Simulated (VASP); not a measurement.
# ZrVOs3 (Pm-3m) in VASP: a series of runs

Runs on ZrVOs3. Level: r2SCAN. Tasks: single point, relaxation of cell and atoms.

Everything below comes from runs of VASP 6.6.1. Logs are shortened: lines on timing, memory, paths and dates and some standing lists are left out, and cuts for length are marked.

## Step 1: The cell of the first run

It takes space group Pm-3m (No. 221, cubic). Conventional cell: a = 4.445 Å, b = 4.445 Å, c = 4.445 Å, α = 90.00°, β = 90.00°, γ = 90.00°. Zr (site symmetry m-3m) has 12 Os at 3.14 Å and 8 V at 3.85 Å within 4.1 Å. V (site symmetry m-3m) has 6 Os at 2.22 Å within 2.9 Å. Os (site symmetry 4/mmm) has 2 V at 2.22 Å within 2.9 Å.

## Step 2: Single point, r2SCAN

File POSCAR:

```
ZrVOs3
1.0
    4.4454548418      0.0000000000      0.0000000000
    0.0000000000      4.4454548418      0.0000000000
    0.0000000000      0.0000000000      4.4454548418
Zr V Os
1 1 3
Direct
    0.0000000000      0.0000000000      0.0000000000
    0.5000000000      0.5000000000      0.5000000000
    0.0000000000      0.5000000000      0.5000000000
    0.5000000000      0.0000000000      0.5000000000
    0.5000000000      0.5000000000      0.0000000000
```

File INCAR.step1:

```
SYSTEM = ZrVOs3
  PREC = Accurate
  ENCUT = 520
  ISMEAR = 0
  SIGMA = 0.1
  LREAL = .FALSE.
  LASPH = .TRUE.
  NELM = 80
  NBANDS = 32
  GGA = PE
  ALGO = Normal
  EDIFF = 1E-4
  LWAVE = .TRUE.
  LCHARG = .FALSE.
```

File INCAR.step2:

```
SYSTEM = ZrVOs3
  PREC = Accurate
  ENCUT = 520
  EDIFF = 1E-6
  ISMEAR = 0
  SIGMA = 0.1
  LREAL = .FALSE.
  LASPH = .TRUE.
  NELM = 80
  ALGO = Normal
  ISIF = 2
  LWAVE = .FALSE.
  LCHARG = .FALSE.
  METAGGA = R2SCAN
  LMIXTAU = .TRUE.
  NBANDS = 32
  ISTART = 1
```

File KPOINTS:

```
Automatic mesh
0
G
  4 4 4
  0 0 0
```

Potentials or basis: VASP PAW PBE potentials, release 64 (Zr_sv, V_sv, Os).

Started as:

```console
$ cat potpaw_PBE.64/Zr_sv/POTCAR potpaw_PBE.64/V_sv/POTCAR potpaw_PBE.64/Os/POTCAR > POTCAR
$ cp INCAR.step1 INCAR
$ mpirun -np 1 vasp_std > vasp.out
$ cp INCAR.step2 INCAR
$ mpirun -np 1 vasp_std > vasp.out
```

OUTCAR:

```text
SYSTEM = ZrVOs3
   PREC = Accurate
   ENCUT = 520
   EDIFF = 1E-6
   ISMEAR = 0
   LREAL = .FALSE.
   LASPH = .TRUE.
   NELM = 80
   ISIF = 2
   METAGGA = R2SCAN
   ISTART = 1

 ion  position               nearest neighbor table
   1  0.000  0.000  0.000-   3 3.14   4 3.14   5 3.14   3 3.14   4 3.14   3 3.14   5 3.14   3 3.14
                             4 3.14   5 3.14   4 3.14   5 3.14
   2  0.500  0.500  0.500-   3 2.22   4 2.22   5 2.22   5 2.22   4 2.22   3 2.22
   3  0.000  0.500  0.500-   2 2.22   2 2.22   4 3.14   5 3.14   1 3.14   5 3.14   1 3.14   4 3.14
                             1 3.14   1 3.14   4 3.14   5 3.14   5 3.14   4 3.14
   4  0.500  0.000  0.500-   2 2.22   2 2.22   3 3.14   5 3.14   1 3.14   5 3.14   1 3.14   3 3.14
                             5 3.14   5 3.14   1 3.14   3 3.14   1 3.14   3 3.14
   5  0.500  0.500  0.000-   2 2.22   2 2.22   3 3.14   4 3.14   1 3.14   3 3.14   4 3.14   1 3.14
                             4 3.14   4 3.14   1 3.14   3 3.14   3 3.14   1 3.14

  LATTYP: Found a simple cubic cell.
 ALAT       =     4.4454548418

  Lattice vectors:

 A1 = (   4.4454548418,   0.0000000000,   0.0000000000)
 A2 = (   0.0000000000,   4.4454548418,   0.0000000000)
 A3 = (   0.0000000000,   0.0000000000,   4.4454548418)

Analysis of symmetry for initial positions (statically):
=====================================================================
 Subroutine PRICEL returns:
 Original cell was already a primitive cell.

 Routine SETGRP: Setting up the symmetry group for a
 simple cubic supercell.

 Subroutine GETGRP returns: Found 48 space group operations
 (whereof 48 operations were pure point group operations)
 out of a pool of 48 trial point group operations.

The static configuration has the point symmetry O_h .

Analysis of symmetry for dynamics (positions and initial velocities):
=====================================================================
 Subroutine PRICEL returns:
 Original cell was already a primitive cell.

 Routine SETGRP: Setting up the symmetry group for a
 simple cubic supercell.

 Subroutine GETGRP returns: Found 48 space group operations
 (whereof 48 operations were pure point group operations)
 out of a pool of 48 trial point group operations.

The dynamic configuration has the point symmetry O_h .

 Subroutine INISYM returns: Found 48 space group operations
 (whereof 48 operations are pure point group operations),
 and found     1 'primitive' translations

[... 86 lines left out ...]
   LREAL  =      F    real-space projection
   EDIFFG = 0.1E-04   stopping-criterion for IOM
   NSW    =      0    number of steps for IOM
   IBRION =     -1    ionic relax: 0-MD 1-quasi-New 2-CG
   NFREE  =      0    steps in history (QN), initial steepest desc. (CG)
   ISIF   =      2    stress and relaxation
   ISYM   =      2    0-nonsym 1-usesym 2-fastsym
   POTIM  = 0.5000    time-step for ionic-motion
   TEBEG  =    0.0;   TEEND  =   0.0 temperature during run
   PSTRESS=    0.0 pullay stress
   NELECT =      49.0000    total number of electrons
   NUPDOWN=      -1.0000    fix difference up-down
   EMIN   =  10.00;   EMAX   =-10.00  energy-range for DOS
   EFERMI =   0.00;   METHOD = LEGACY
   ISMEAR =     0;   SIGMA  =   0.10  broadening in eV -4-tet -1-fermi 0-gaus
   EFERMI_NEDOS =   21; number of points for ismear=-14 and -15
   IALGO  =     38    algorithm
   IMIX   =      4    mixing-type and parameters
     AMIX     =   0.40;   BMIX     =  1.00
     AMIX_MAG =   1.60;   BMIX_MAG =  1.00
  volume/ion in A,a.u.               =      17.57       118.57
  Fermi-wavevector in a.u.,A,eV,Ry     =   1.347589  2.546573 24.708112  1.815995
  Thomas-Fermi vector in A             =   2.475327
   LORBIT       =      0    0 simple, 1 ext, 2 COOP (PROOUT), +10 PAW based schemes
   METAGGA = R2SCAN    functional components
   LHFCALC =     F    Hartree Fock is set to
   AEXX    =    0.0000 exact exchange contribution
   IVDW    =     0    specifies the selected vdW correction
   LEPSILON=     F    determine dielectric tensor
   LRPA    =     F    only Hartree local field effects (RPA)
 non-spin polarized calculation
 Gauss-broadening in eV      SIGMA  =   0.10
  energy-cutoff  :      520.00
  volume of cell :       87.85
 maximum number of plane-waves:      2392
 NGX is ok and might be reduce to    36
   NGX = 17   NGY = 17   NGZ = 17

 number of electron      49.0000012 magnetization

 Free energy of the ion-electron system (eV)
  ---------------------------------------------------
  ext. energy  EPLUGINS =         0.00000000
  ---------------------------------------------------
  free energy    TOTEN  =      -191.63739420 eV

  energy without entropy =     -191.61514383  energy(sigma->0) =     -191.62626902

 E-fermi :   7.9656     XC(G=0): -13.3192

 val. band max:        7.9201304443   @ k =   0.2500   0.2500   0.0000
 cond. band min:       8.0615971308   @ k =   0.5000   0.5000   0.0000
 fundamental gap:      0.1414666866
 Fermi energy:         7.9655710222

 k-point     1 :       0.0000    0.0000    0.0000
  band No.  band energies     occupation
      1     -59.2929      2.00000
      2     -43.7305      2.00000
      3     -32.0978      2.00000
      4     -32.0978      2.00000
      5     -32.0978      2.00000
      6     -20.9543      2.00000
[... 339 lines left out ...]
     31       9.4793      0.00000
     32       9.4793      0.00000

------------------------ aborting loop because EDIFF is reached ----------------------------------------

  FORCE on cell =-STRESS in cart. coord.  units (eV):
  Direction    XX          YY          ZZ          XY          YZ          ZX
  --------------------------------------------------------------------------------------
  -------------------------------------------------------------------------------------
  Total        0.9240653      0.9240653      0.9240653     -0.0000000      0.0000000      0.0000000
  in kB       16.8525114     16.8525114     16.8525114     -0.0000000      0.0000000      0.0000000
  external PRESSURE =      16.8525114 kB  Pullay stress =       0.0000000 kB

 VOLUME and BASIS-vectors are now :
 -----------------------------------------------------------------------------
  energy-cutoff  :      520.00
  volume of cell :       87.85
      direct lattice vectors                 reciprocal lattice vectors
     4.445454842  0.000000000  0.000000000     0.224948860  0.000000000  0.000000000
     0.000000000  4.445454842  0.000000000     0.000000000  0.224948860  0.000000000
     0.000000000  0.000000000  4.445454842     0.000000000  0.000000000  0.224948860

 POSITION                                       TOTAL-FORCE (eV/Angst)
 -----------------------------------------------------------------------------------
      0.00000      0.00000      0.00000         0.000000      0.000000      0.000000
      2.22273      2.22273      2.22273         0.000000      0.000000      0.000000
      0.00000      2.22273      2.22273         0.000000      0.000000      0.000000
      2.22273      0.00000      2.22273         0.000000      0.000000      0.000000
      2.22273      2.22273      0.00000         0.000000      0.000000      0.000000
 -----------------------------------------------------------------------------------
    total drift:                                0.000000      0.000000      0.000000

  FREE ENERGIE OF THE ION-ELECTRON SYSTEM (eV)
  ---------------------------------------------------
  free  energy   TOTEN  =      -191.6373942029 eV

  energy  without entropy=     -191.6151438333  energy(sigma->0) =     -191.62626902
```

OUTCAR.step1:

```text
SYSTEM = ZrVOs3
   PREC = Accurate
   ENCUT = 520
   ISMEAR = 0
   LREAL = .FALSE.
   LASPH = .TRUE.
[... 570 lines left out ...]
      0.00000      2.22273      2.22273         0.000000      0.000000      0.000000
      2.22273      0.00000      2.22273         0.000000      0.000000      0.000000
      2.22273      2.22273      0.00000         0.000000      0.000000      0.000000
 -----------------------------------------------------------------------------------
    total drift:                                0.000000      0.000000      0.000000

  FREE ENERGIE OF THE ION-ELECTRON SYSTEM (eV)
  ---------------------------------------------------
  free  energy   TOTEN  =       -46.8271256326 eV

  energy  without entropy=      -46.8074310870  energy(sigma->0) =      -46.81727836
```

It took 3.5 min on 1 thread of Oxide Virtual Turin-like, shared host; peak memory 0.2 GiB.

What came out:

```yaml
Free_energy: -191.6374 eV
Pressure: 1.7 GPa
```

Caveat: the PAW data sets were made with another functional, which shifts forces and pressure a little; spin-orbit coupling is left out, which moves the levels of the heavy elements.

(Continued in part 2 of 2.)
